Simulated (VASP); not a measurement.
# SnO2 in VASP: further runs, part 2 of 2

VASP 6.6.1. The steps go on from the part before.

## Step 4: Single point, PBE

This run uses another cell than the first one: it holds 24 atoms, not 6.

INCAR reads:

```
SYSTEM = SnO2
PREC     = Accurate       ! precision mode
ENCUT    = 520            ! plane-wave cutoff, eV
EDIFF    = 1E-6           ! SCF threshold, eV
ISMEAR   = 0              ! smearing method
SIGMA    = 0.01           ! smearing width, eV
LREAL    = Auto         
LASPH    = .True.         ! aspherical terms in the spheres
NELM     = 60             ! most SCF steps
ALGO     = Normal         ! electronic algorithm
ISIF     = 2              ! what is computed and relaxed
LWAVE    = .False.        ! write WAVECAR
LCHARG   = .False.        ! write CHGCAR
GGA      = PE             ! functional
NBANDS   = 122            ! bands
```

KPOINTS reads:

```
regular mesh
0
Gamma
  3 3 3
  0 0 0
```

POSCAR reads:

```
SnO2
1.0
    4.8265176369     -4.8283676022      0.0000000000
    4.8265176369      4.8283676022      0.0000000000
   -4.8265176369      0.0000000000      6.4763333159
Sn O
8 16
Direct
    0.1250000000      0.6250000000      0.2500000000
    0.3750000000      0.8750000000      0.7500000000
    0.6250000000      0.1250000000      0.2500000000
    0.8750000000      0.3750000000      0.7500000000
    0.0000000000      0.0000000000      0.0000000000
    0.2500000000      0.2500000000      0.5000000000
    0.5000000000      0.5000000000      0.0000000000
    0.7500000000      0.7500000000      0.5000000000
    0.9999173089      0.3065789386      0.0000000000
    0.2499173089      0.5565789386      0.5000000000
    0.4999173089      0.8065789386      0.0000000000
    0.7499173089      0.0565789386      0.5000000000
    0.4315789386      0.6249173089      0.2500000000
    0.6815789386      0.8749173089      0.7500000000
    0.9315789386      0.1249173089      0.2500000000
    0.1815789386      0.3749173089      0.7500000000
    0.8184210614      0.6250826911      0.2500000000
    0.0684210614      0.8750826911      0.7500000000
    0.3184210614      0.1250826911      0.2500000000
    0.5684210614      0.3750826911      0.7500000000
    0.0000826911      0.6934210614      0.0000000000
    0.2500826911      0.9434210614      0.5000000000
    0.5000826911      0.1934210614      0.0000000000
    0.7500826911      0.4434210614      0.5000000000
```

Potentials or basis: VASP PAW PBE potentials, release 64 (Sn_d, O).

Run with:

```
cat potpaw_PBE.64/Sn_d/POTCAR potpaw_PBE.64/O/POTCAR > POTCAR
mpirun -np 1 vasp_std > vasp.out
```

OUTCAR:

```text
SYSTEM = SnO2
   PREC = Accurate
   ENCUT = 520
   EDIFF = 1E-6
   ISMEAR = 0
   LREAL = Auto
   LASPH = .True.
   NELM = 60
   ISIF = 2
   GGA = PE

 ion  position               nearest neighbor table
   1  0.125  0.625  0.250-  10 2.09  21 2.09   9 2.09  22 2.09  13 2.09  17 2.09   2 3.24   4 3.24

   2  0.375  0.875  0.750-  11 2.09  22 2.09  10 2.09  23 2.09  14 2.09  18 2.09   3 3.24   1 3.24

   3  0.625  0.125  0.250-  12 2.09  23 2.09  11 2.09  24 2.09  15 2.09  19 2.09   4 3.24   2 3.24
[... 13 lines left out ...]
  11  0.500  0.807  0.000-   2 2.09   3 2.09   7 2.09
  12  0.750  0.057  0.500-   3 2.09   4 2.09   8 2.09
  13  0.432  0.625  0.250-   7 2.09   8 2.09   1 2.09
  14  0.682  0.875  0.750-   8 2.09   5 2.09   2 2.09
[... 8 lines left out ...]
  23  0.500  0.193  0.000-   3 2.09   2 2.09   7 2.09
  24  0.750  0.443  0.500-   4 2.09   3 2.09   8 2.09

  LATTYP: Found a face centered orthorhombic cell.
 ALAT       =     9.6530352738
 B/A-ratio  =     1.0003832919
 C/A-ratio  =     1.3418231949

  Lattice vectors:

 A1 = (   0.0000000000,   4.8283676022,   6.4763333159)
 A2 = (   4.8265176369,   0.0000000000,   6.4763333159)
 A3 = (   4.8265176369,   4.8283676022,   0.0000000000)

Analysis of symmetry for initial positions (statically):
=====================================================================
 Subroutine PRICEL returns following result:

  LATTYP: Found a simple orthorhombic cell.
 ALAT       =     3.2381666579
 B/A-ratio  =     1.4905093365
 C/A-ratio  =     1.4910806367

  Lattice vectors:

 A1 = (   0.0000000000,   0.0000000000,  -3.2381666579)
 A2 = (  -4.8265176369,   0.0000000000,   0.0000000000)
 A3 = (   0.0000000000,   4.8283676022,   0.0000000000)

   4 primitive cells build up your supercell.

 Routine SETGRP: Setting up the symmetry group for a
 face centered orthorhombic supercell.

 Subroutine GETGRP returns: Found  8 space group operations
 (whereof  4 operations were pure point group operations)
 out of a pool of  8 trial point group operations.

The static configuration has the point symmetry C_2h.
 The point group associated with its full space group is D_2h.

Analysis of symmetry for dynamics (positions and initial velocities):
=====================================================================
 Subroutine PRICEL returns following result:

  LATTYP: Found a simple orthorhombic cell.
 ALAT       =     3.2381666579
 B/A-ratio  =     1.4905093365
 C/A-ratio  =     1.4910806367

  Lattice vectors:

 A1 = (   0.0000000000,   0.0000000000,  -3.2381666579)
 A2 = (  -4.8265176369,   0.0000000000,   0.0000000000)
 A3 = (   0.0000000000,   4.8283676022,   0.0000000000)

   4 primitive cells build up your supercell.

 Routine SETGRP: Setting up the symmetry group for a
 face centered orthorhombic supercell.

 Subroutine GETGRP returns: Found  8 space group operations
 (whereof  4 operations were pure point group operations)
 out of a pool of  8 trial point group operations.

The dynamic configuration has the point symmetry C_2h.
[... 60 lines left out ...]

 Found      8 irreducible k-points:

 Following reciprocal coordinates:
            Coordinates               Weight
  0.000000  0.000000  0.000000      1.000000
  0.333333  0.000000  0.000000      8.000000
  0.333333  0.333333  0.000000      4.000000
 -0.333333  0.333333  0.000000      2.000000
  0.000000  0.000000  0.333333      2.000000
  0.333333  0.000000  0.333333      4.000000
 -0.333333  0.333333  0.333333      4.000000
 -0.333333 -0.333333  0.333333      2.000000
   k-points           NKPTS =      8   k-points in BZ     NKDIM =      8   number of bands    NBANDS=    122
   number of dos      NEDOS =    301   number of ions     NIONS =     24
   total plane-waves  NPLWV = 174960
   dimension x,y,z NGX =    54 NGY =   54 NGZ =   60
   dimension x,y,z NGXF=   108 NGYF=  108 NGZF=  120
   ions per type =               8  16
   NGX,Y,Z   is equivalent  to a cutoff of  13.15, 13.15, 12.35 a.u.
   NGXF,Y,Z  is equivalent  to a cutoff of  26.30, 26.30, 24.70 a.u.
 SYSTEM =  SnO2
   PREC   = accura    normal or accurate (medium, high low for compatibility)
   ISTART =      0    job   : 0-new  1-cont  2-samecut
   ICHARG =      2    charge: 1-file 2-atom 10-const
   ISPIN  =      1    spin polarized calculation?
   LNONCOLLINEAR =      F non collinear calculations
   LSORBIT =      F    spin-orbit coupling
   LASPH  =      T    aspherical Exc in radial PAW
   ENCUT  =  520.0 eV  38.22 Ry    6.18 a.u.  12.69 12.69 15.02*2*pi/ulx,y,z
   NELM   =     60;   NELMIN=  2; NELMDL= -5     # of ELM steps
   EDIFF  = 0.1E-05   stopping-criterion for ELM
   LREAL  =      T    real-space projection
   EDIFFG = 0.1E-04   stopping-criterion for IOM
   NSW    =      0    number of steps for IOM
   IBRION =     -1    ionic relax: 0-MD 1-quasi-New 2-CG
   NFREE  =      0    steps in history (QN), initial steepest desc. (CG)
   ISIF   =      2    stress and relaxation
   ISYM   =      2    0-nonsym 1-usesym 2-fastsym
   POTIM  = 0.5000    time-step for ionic-motion
   TEBEG  =    0.0;   TEEND  =   0.0 temperature during run
   PSTRESS=    0.0 pullay stress
   NELECT =     208.0000    total number of electrons
   NUPDOWN=      -1.0000    fix difference up-down
   EMIN   =  10.00;   EMAX   =-10.00  energy-range for DOS
   EFERMI =   0.00;   METHOD = LEGACY
   ISMEAR =     0;   SIGMA  =   0.01  broadening in eV -4-tet -1-fermi 0-gaus
   EFERMI_NEDOS =   21; number of points for ismear=-14 and -15
   IALGO  =     38    algorithm
   IMIX   =      4    mixing-type and parameters
     AMIX     =   0.40;   BMIX     =  1.00
     AMIX_MAG =   1.60;   BMIX_MAG =  1.00
  volume/ion in A,a.u.               =      12.58        84.87
  Fermi-wavevector in a.u.,A,eV,Ry     =   1.445988  2.732522 28.448182  2.090882
  Thomas-Fermi vector in A             =   2.564108
   LORBIT       =      0    0 simple, 1 ext, 2 COOP (PROOUT), +10 PAW based schemes
   GGA     = PE    functional components
   LHFCALC =     F    Hartree Fock is set to
   AEXX    =    0.0000 exact exchange contribution
   IVDW    =     0    specifies the selected vdW correction
   LEPSILON=     F    determine dielectric tensor
   LRPA    =     F    only Hartree local field effects (RPA)
 non-spin polarized calculation
 Gauss-broadening in eV      SIGMA  =   0.01
  energy-cutoff  :      520.00
  volume of cell :      301.85
 maximum number of plane-waves:      8148
 NGX is ok and might be reduce to    54

 number of electron     208.0000041 magnetization

 Free energy of the ion-electron system (eV)
  ---------------------------------------------------
  ext. energy  EPLUGINS =         0.00000000
  ---------------------------------------------------
  free energy    TOTEN  =      -149.26234327 eV

  energy without entropy =     -149.26234327  energy(sigma->0) =     -149.26234327

 E-fermi :   5.6033     XC(G=0): -10.9758

 val. band max:        5.5316928669   @ k =   0.0000   0.0000   0.0000
 cond. band min:       6.1996462818   @ k =   0.0000   0.0000   0.0000
 fundamental gap:      0.6679534149
 Fermi energy:         5.6033263856

 k-point     1 :       0.0000    0.0000    0.0000
  band No.  band energies     occupation
      1     -15.5047      2.00000
      2     -15.2888      2.00000
      3     -15.2888      2.00000
      4     -15.0566      2.00000
      5     -15.0566      2.00000
      6     -15.0566      2.00000
[... 941 lines left out ...]
    115      13.5180      0.00000
    116      13.5180      0.00000
 [bands above 116 left out]

------------------------ aborting loop because EDIFF is reached ----------------------------------------

  FORCE on cell =-STRESS in cart. coord.  units (eV):
  Direction    XX          YY          ZZ          XY          YZ          ZX
  --------------------------------------------------------------------------------------
  -------------------------------------------------------------------------------------
  Total        0.9247687      0.9189617      1.3571603     -0.0000000      0.0000000      0.0000000
  in kB        4.9085171      4.8776941      7.2035791     -0.0000000      0.0000000      0.0000000
  external PRESSURE =       5.6632634 kB  Pullay stress =       0.0000000 kB

 VOLUME and BASIS-vectors are now :
 -----------------------------------------------------------------------------
  energy-cutoff  :      520.00
  volume of cell :      301.85
      direct lattice vectors                 reciprocal lattice vectors
     4.826517637 -4.828367602  0.000000000     0.103594359 -0.103554667  0.077204180
     4.826517637  4.828367602  0.000000000     0.103594359  0.103554667  0.077204180
    -4.826517637  0.000000000  6.476333316     0.000000000  0.000000000  0.154408359

 POSITION                                       TOTAL-FORCE (eV/Angst)
 -----------------------------------------------------------------------------------
      2.41326      2.41418      1.61908        -0.000000      0.000000      0.000000
      2.41326      2.41418      4.85725        -0.000000      0.000000      0.000000
      2.41326     -2.41418      1.61908        -0.000000      0.000000      0.000000
      2.41326     -2.41418      4.85725        -0.000000      0.000000      0.000000
      0.00000      0.00000      0.00000        -0.000000      0.000000      0.000000
      0.00000      0.00000      3.23817        -0.000000      0.000000      0.000000
[... 16 lines left out ...]
      3.34721     -1.48068      0.00000         0.011858      0.012384      0.000000
      3.34721     -1.48068      3.23817         0.011858      0.012384     -0.000000
 -----------------------------------------------------------------------------------
    total drift:                                0.000000      0.000000      0.000000

  FREE ENERGIE OF THE ION-ELECTRON SYSTEM (eV)
  ---------------------------------------------------
  free  energy   TOTEN  =      -149.2623432683 eV

  energy  without entropy=     -149.2623432683  energy(sigma->0) =     -149.26234327
```

Run time: 19 min. Hardware: 1 thread of Oxide Virtual Turin-like, shared host; peak memory 0.47 GiB.

Results:

```yaml
Free_energy: -149.2623 eV
Pressure: 0.6 GPa
Largest_force: 0.017 eV/Å
Band_gap_on_the_k_mesh: 0.67 eV
```

Forces on the atoms (eV/Å):
```
Sn   0.000  0.000  0.000
Sn   0.000  0.000  0.000
Sn   0.000  0.000  0.000
Sn   0.000  0.000  0.000
Sn   0.000  0.000  0.000
Sn   0.000  0.000  0.000
Sn   0.000  0.000  0.000
Sn   0.000  0.000  0.000
O   -0.012 -0.012  0.000
O   -0.012 -0.012  0.000
O   -0.012 -0.012  0.000
O   -0.012 -0.012  0.000
O   -0.012  0.012  0.000
O   -0.012  0.012  0.000
O   -0.012  0.012  0.000
O   -0.012  0.012  0.000
O    0.012 -0.012  0.000
O    0.012 -0.012  0.000
O    0.012 -0.012  0.000
O    0.012 -0.012  0.000
O    0.012  0.012  0.000
O    0.012  0.012  0.000
O    0.012  0.012  0.000
O    0.012  0.012  0.000
```

Stress tensor (GPa, compression positive):
```
0.49 0.00 0.00
0.00 0.49 0.00
0.00 0.00 0.72
```

Levels at points of the mesh, in eV from the valence-band top:
```csv
k point,band 102,band 103,band 104,band 105,band 106,band 107
"(0.00, 0.00, 0.00)",-0.74,-0.74,0.00,0.67,4.57,4.57
```

Caveat: semilocal functionals underestimate gaps, and a narrow one can read as zero; spin-orbit coupling is left out, which moves the levels of the heavy elements.

## Step 5: Summary

| cell | k mesh | cutoff (eV) | smearing | gap on the mesh (eV) | pressure (GPa) | largest force (eV/Å) |
| --- | --- | --- | --- | --- | --- | --- |
| a = 4.788, b = 4.867, c = 3.241 Å, 6 atoms, atomic positions A | 6 × 6 × 8 | 600 | gaussian 0.02 eV | 0.66 | 0.2 | 0.01 |
| a = 4.950, b = 4.950, c = 3.265 Å, 6 atoms, atomic positions B | 6 × 6 × 8 | 600 | gaussian 0.02 eV | 0.19 | -7.9 | 0.02 |
| a = 6.827, b = 6.827, c = 8.077 Å, angles 115.0, 115.0, 90.0°, 24 atoms, atomic positions C | 3 × 3 × 3 | 520 | gaussian 0.01 eV | 0.67 | 0.6 | 0.02 |

Alike in all rows: task single point; level PBE; potentials or basis VASP PAW PBE potentials, release 64 (Sn_d, O); no spin polarisation.

Caveats: semilocal functionals underestimate gaps, and a narrow one can read as zero; spin-orbit coupling is left out, which moves the levels of the heavy elements; the cell stands under tension (at least some runs).

Absolute energies hang on the potentials; compare differences alone.
